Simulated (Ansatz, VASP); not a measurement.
**RbAgBr2 in VASP and in Ansatz**

```
Rb Br Ag
1.0
     4.42576    0.00000    0.00000
     0.00000    4.42576    0.00000
     0.00000    0.00000    6.22657
Rb Br Ag
1 2 1
Direct
  0.00000 0.00000 0.00000
  0.00000 0.00000 0.50000
  0.50000 0.50000 0.00000
  0.50000 0.50000 0.50000
```

Alike in both runs: task single point; functional r2SCAN; k mesh 6 × 6 × 4; no spin polarisation.

|  | VASP | Ansatz |
| --- | --- | --- |
| version | VASP 6.6.1 | Ansatz 0.2.0 |
| potentials or method | VASP PAW PBE potentials, release 64 (Rb_sv, Br, Ag) | plane waves, PAW |
| plane-wave cutoff (eV) | 520 | 500 |
| occupations | gaussian, width 0.01 eV | fixed |
| valence electrons in the cell | 34 | 42 |

```csv
,VASP,Ansatz,Ansatz less VASP
gap on the k mesh at the Fermi level (eV),1.67,1.71,+0.040
pressure (GPa),1.7,1.7,-0.01
```

VASP's potentials were made for PBE, not for r2SCAN. VASP's potentials hold 34 valence electrons a cell and Ansatz's 42, so a difference there can come from the potentials and not from the codes.
